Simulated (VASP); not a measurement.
# Mg32S33 (a cell with a defect) in VASP: further runs, part 2 of 2

VASP 6.6.1. The steps go on from the part before.

### Step 3. Relaxation of the atoms, PBEsol

File INCAR:

```
ALGO = Normal
EDIFF = 1E-7
EDIFFG = -0.03
ENCUT = 450
GGA = PS
GGA_COMPAT = F
IBRION = 2
ISIF = 2
ISMEAR = -1
ISYM = -1
KPAR = 1
LASPH = T
LCHARG = F
LREAL = Auto
LWAVE = F
NELECT = 264.0
NELM = 120
NELMIN = 4
NSW = 100
PREC = Accurate
SIGMA = 0.05
```

File KPOINTS:

```
explicit points
1
Reciprocal
  0.25000000   0.25000000   0.25000000 1
```

File POSCAR:

```
Mg32S33
1.0
   10.3639610000      0.0000000000      0.0000000000
    0.0000000000     10.3639610000      0.0000000000
    0.0000000000      0.0000000000     10.3639610000
S Mg
33 32
Direct
    0.2507140000      0.9977860000      0.9993540000
    0.2534590000      0.0020380000      0.5009540000
    0.2527270000      0.4992510000      0.9981710000
    0.2517570000      0.5010280000      0.4980540000
    0.7487110000      0.0033550000      0.0026950000
    0.7496650000      0.9995540000      0.5015050000
    0.7476240000      0.4986390000      0.9979360000
    0.7511310000      0.5015480000      0.4956190000
    0.9993300000      0.2504500000      0.9976570000
    0.9972610000      0.2498630000      0.4986340000
    0.0024790000      0.7522030000      0.0012730000
    0.9988930000      0.7464970000      0.4970670000
    0.4958670000      0.2491580000      0.0004520000
    0.4956410000      0.2493810000      0.5031130000
    0.4994350000      0.7521660000      0.0003240000
    0.4956470000      0.7486790000      0.4991860000
    0.0033810000      0.9978030000      0.2528850000
    0.9999470000      0.9994010000      0.7491310000
    0.9998510000      0.4998300000      0.2493490000
    0.9981430000      0.5012990000      0.7506500000
    0.4998540000      0.0006400000      0.2545640000
    0.5002600000      0.0009360000      0.7491120000
    0.5014640000      0.5001490000      0.2533170000
    0.4976620000      0.5006690000      0.7509810000
    0.2476130000      0.2474930000      0.2491220000
    0.2494050000      0.2507210000      0.7492020000
    0.2520950000      0.7489460000      0.2531710000
    0.2507720000      0.7519440000      0.7532240000
    0.7511970000      0.2501890000      0.2494670000
    0.7502960000      0.2531590000      0.7476230000
    0.7519350000      0.7533660000      0.2464610000
    0.7479440000      0.7472670000      0.7493170000
    0.3740270000      0.3744870000      0.3780100000
    0.0013040000      0.9991170000      0.9988680000
    0.0006020000      0.0029930000      0.4960510000
    0.0014190000      0.5060130000      0.9992950000
    0.0018500000      0.4967780000      0.5005570000
    0.5016020000      0.0038050000      0.9991570000
    0.5006560000      0.0026190000      0.4987650000
    0.5002960000      0.5015190000      0.9994680000
    0.5023960000      0.4982000000      0.4994320000
    0.2498150000      0.2487070000      0.0008790000
    0.2489830000      0.2508790000      0.4999070000
    0.2502100000      0.7519460000      0.0011420000
    0.2483820000      0.7513330000      0.4980700000
    0.7504800000      0.2510180000      0.0025250000
    0.7487820000      0.2506920000      0.5013830000
    0.7530530000      0.7513590000      0.9968930000
    0.7461380000      0.7483990000      0.5031020000
    0.2492130000      0.9971980000      0.2493300000
    0.2474070000      0.9986640000      0.7485570000
    0.2489540000      0.4982850000      0.2489710000
    0.2515890000      0.4977560000      0.7485960000
    0.7506570000      0.0017800000      0.2527930000
    0.7501730000      0.9984380000      0.7478570000
    0.7501780000      0.4987440000      0.2508210000
    0.7538740000      0.4958170000      0.7511050000
    0.9986110000      0.2510090000      0.2523710000
    0.0000390000      0.2503670000      0.7483500000
    0.9980030000      0.7494770000      0.2540980000
    0.0032380000      0.7488630000      0.7490460000
    0.4995890000      0.2508560000      0.2512620000
    0.5024230000      0.2496350000      0.7479720000
    0.5037350000      0.7492420000      0.2483080000
    0.4993130000      0.7496050000      0.7482790000
```

Potentials or basis: VASP PAW PBE potentials, release 64 (S, Mg).

Started as:

```console
$ cat potpaw_PBE.64/S/POTCAR potpaw_PBE.64/Mg/POTCAR > POTCAR
$ mpirun -np 4 vasp_std > vasp.out
```

Wall time 22 min (4 MPI ranks of Intel Xeon Platinum 8259CL at 2.50GHz (Skylake/Cascade Lake), shared host); peak memory 0.35 GiB.

The run converged. Its results:

```yaml
Free_energy: -279.0416 eV
Energy_gained_by_relaxing: 89.2 meV/atom
Ionic_steps: 18
Largest_force_after_relaxing: 0.016 eV/Å
```

Forces on the atoms (eV/Å):
```
S   -0.002  0.000  0.002
S    0.002  0.004  0.001
S   -0.002 -0.003  0.003
S   -0.005  0.000 -0.003
S    0.001 -0.004 -0.002
S    0.004 -0.003  0.001
S   -0.002  0.000 -0.002
S   -0.005 -0.002 -0.002
S    0.000 -0.002 -0.001
S    0.003  0.000 -0.001
S   -0.004  0.002 -0.003
S   -0.001 -0.001  0.002
S   -0.001 -0.001  0.003
S   -0.003 -0.007  0.003
S    0.000  0.000 -0.003
S   -0.002 -0.003 -0.002
S    0.001  0.001  0.000
S   -0.003 -0.003  0.003
S    0.002  0.000  0.002
S   -0.003  0.001  0.000
S    0.002  0.003  0.000
S   -0.001  0.001  0.001
S    0.000  0.001 -0.001
S   -0.002 -0.001 -0.002
S    0.005  0.007  0.003
S    0.001  0.001 -0.001
S   -0.001 -0.001  0.001
S   -0.004  0.002  0.000
S    0.000  0.001 -0.002
S    0.001 -0.002  0.000
S    0.000  0.000 -0.002
S    0.002  0.003  0.001
S    0.009  0.004  0.005
Mg  -0.005 -0.006 -0.005
Mg   0.000  0.000  0.000
Mg  -0.001  0.000  0.000
Mg   0.001 -0.004 -0.003
Mg   0.000 -0.003 -0.002
Mg  -0.003 -0.002 -0.006
Mg  -0.007 -0.005 -0.009
Mg   0.009  0.008  0.010
Mg   0.004  0.003  0.001
Mg   0.004  0.002  0.000
Mg  -0.001  0.000  0.001
Mg   0.001  0.004 -0.005
Mg   0.004 -0.003  0.000
Mg   0.006  0.003 -0.006
Mg   0.001  0.000 -0.003
Mg   0.000  0.001  0.001
Mg   0.003 -0.002  0.004
Mg  -0.003 -0.001  0.000
Mg  -0.001  0.001  0.000
Mg   0.002 -0.003  0.006
Mg   0.000  0.000  0.000
Mg   0.003 -0.005  0.002
Mg  -0.001 -0.005  0.002
Mg   0.000  0.000  0.003
Mg   0.002  0.005  0.003
Mg   0.000 -0.001  0.001
Mg  -0.002  0.002  0.000
Mg  -0.003  0.004  0.004
Mg   0.001 -0.001  0.001
Mg  -0.002  0.003 -0.005
Mg  -0.005  0.003 -0.001
Mg  -0.001  0.000  0.002
```

Step by step:
```tsv
step	energy change (eV)	largest force (eV/Å)	pressure (GPa)
1	0.0000	5.2837	5.96
2	-4.2000	2.5144	5.41
3	-5.1141	1.0239	5.67
4	-5.5031	0.4361	5.63
5	-5.6423	0.8132	5.70
6	-5.7397	0.2259	5.66
7	-5.7407	0.3425	5.66
8	-5.7754	0.1105	5.64
9	-5.7802	0.1199	5.63
10	-5.7872	0.0395	5.65
11	-5.7884	0.0716	5.66
12	-5.7922	0.0464	5.66
13	-5.7934	0.0430	5.65
14	-5.7945	0.0317	5.65
15	-5.7945	0.0374	5.65
16	-5.7949	0.0352	5.65
17	-5.7949	0.0306	5.65
18	-5.7951	0.0158	5.65
```

Final structure:
```xyz
65
Lattice="10.3640 0.0000 0.0000 0.0000 10.3640 0.0000 0.0000 0.0000 10.3640" Properties=species:S:1:pos:R:3 pbc="T T T"
S     2.5873   10.3099   10.3073
S     2.5897   10.3585    5.1850
S     2.5914    5.1874   10.3569
S     2.2684    5.4809    5.4798
S     7.7774    0.0015   10.3631
S     7.8333   10.3040    5.1865
S     7.8356    5.1895   10.3017
S     7.7756    5.1811    5.1794
S    10.3088    2.5875   10.3079
S    10.3573    2.5903    5.1854
S     0.0012    7.7776   10.3628
S    10.3031    7.8352    5.1861
S     5.1864    2.5913   10.3582
S     5.4796    2.2709    5.4797
S     5.1889    7.8355   10.3028
S     5.1809    7.7754    5.1798
S    10.3089   10.3087    2.5848
S     0.0005    0.0002    7.7757
S    10.3593    5.1864    2.5887
S    10.3039    5.1877    7.8330
S     5.1861   10.3591    2.5897
S     5.1887   10.3031    7.8335
S     5.4812    5.4799    2.2692
S     5.1812    5.1808    7.7742
S     2.2902    2.2907    2.2900
S     2.5911    2.5911    7.7721
S     2.5921    7.7734    2.5901
S     2.5862    7.8317    7.8306
S     7.7729    2.5917    2.5908
S     7.8314    2.5856    7.8311
S     7.8323    7.8323    2.5840
S     7.7751    7.7749    7.7734
S     3.9096    3.9122    3.9109
Mg    0.0099    0.0104    0.0076
Mg   10.3575   10.3585    5.1740
Mg   10.3595    5.1763   10.3565
Mg   10.2919    5.2298    5.2276
Mg    5.1762   10.3600   10.3581
Mg    5.2286   10.2936    5.2289
Mg    5.2315    5.2313   10.2924
Mg    5.2536    5.2528    5.2512
Mg    2.5465    2.5479   10.3033
Mg    2.5412    2.5434    5.2265
Mg    2.6018    7.7812   10.3570
Mg    2.5375    7.8295    5.2285
Mg    7.7796    2.6028   10.3579
Mg    7.8283    2.5371    5.2292
Mg    7.7683    7.7692    0.0060
Mg    7.7819    7.7825    5.1722
Mg    2.5471   10.3045    2.5452
Mg    2.6017   10.3586    7.7788
Mg    2.5439    5.2286    2.5410
Mg    2.5379    5.2292    7.8279
Mg    7.7802   10.3592    2.5993
Mg    7.7674    0.0081    7.7656
Mg    7.8310    5.2305    2.5352
Mg    7.7823    5.1742    7.7799
Mg   10.3035    2.5462    2.5455
Mg   10.3581    2.6007    7.7791
Mg   10.3596    7.7799    2.5988
Mg    0.0084    7.7663    7.7648
Mg    5.2278    2.5448    2.5435
Mg    5.2288    2.5369    7.8299
Mg    5.2305    7.8296    2.5369
Mg    5.1746    7.7818    7.7808
```

Levels at points of the mesh, in eV from the Fermi level:
```csv
k point,band 129,band 130,band 131,band 132,band 133,band 134,band 135,band 136
"(0.25, 0.25, 0.25)",-2.19,-1.24,-1.03,-1.02,1.04,1.04,1.05,1.94
```

Caveat: the cell carries a net charge on a neutralising background, which shifts energy and pressure; the cell is charged against a uniform background, so pressure and absolute levels hang on convention; the PAW data sets were made with another functional, which shifts forces and pressure a little.
